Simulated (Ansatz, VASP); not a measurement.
## Si: VASP beside Ansatz

```
Si
1.0
     1.46687    0.84690    5.75393
    -1.46687    0.84690    5.75393
     0.00000   -1.69380    5.75393
Si
3
Direct
  0.00000 0.00000 0.00000
  0.22297 0.22297 0.22297
  0.77703 0.77703 0.77703
```

Alike in both runs: functional r2SCAN; k mesh 6 × 6 × 6; occupations gaussian, width 0.1 eV; no spin polarisation.

Ansatz relaxed the structure, and its values are those at the end. VASP's run is a single point on that final structure, the one shown.

|  | VASP | Ansatz |
| --- | --- | --- |
| version | VASP 6.6.1 | Ansatz 0.2.0 |
| potentials or method | VASP PAW PBE potentials, release 64 (Si), cutoff 520 eV | scalar-relativistic, plane waves, PAW |
| valence electrons in the cell | 12 | 12 |

```csv
,VASP,Ansatz,Ansatz less VASP
gap on the k mesh at the Fermi level (eV),none,none,-
pressure (GPa),0.0,0.0,0.00
```

VASP's potentials were made for PBE, not for r2SCAN. A gap of «none» marks a metal or a gap that the smearing closes.

The k mesh is coarse, so the values compare programs but aren't converged.
